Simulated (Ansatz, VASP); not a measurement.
# One calculation of BAs, two programs

```
B As
1.0
     0.00000    2.40463    2.40463
     2.40463    0.00000    2.40463
     2.40463    2.40463    0.00000
B As
1 1
Direct
  0.00000 0.00000 0.00000
  0.25000 0.25000 0.25000
```

Alike in both runs: task single point; functional PBE; k mesh 10 × 10 × 10; occupations gaussian, width 0.02 eV; no spin polarisation.

|  | VASP | Ansatz |
| --- | --- | --- |
| version | VASP 6.6.1 | Ansatz 0.2.0 |
| potentials or method | VASP PAW PBE potentials, release 64 (B, As), cutoff 500 eV | scalar-relativistic, plane waves, PAW |
| valence electrons in the cell | 8 | 18 |

Ansatz gave:

* gap on the k mesh at the Fermi level (eV): 1.20
* least direct gap on the mesh (eV): 3.26
* pressure (GPa): 0.0

Q: What did VASP give for the same quantities?

A: gap on the k mesh at the Fermi level (eV): 1.20; least direct gap on the mesh (eV): 3.25; pressure (GPa): 0.6.

The functional is the same, so the differences come from potentials, cutoffs and numerics. VASP's potentials hold 8 valence electrons a cell and Ansatz's 18, so a difference there can come from the potentials and not from the codes.
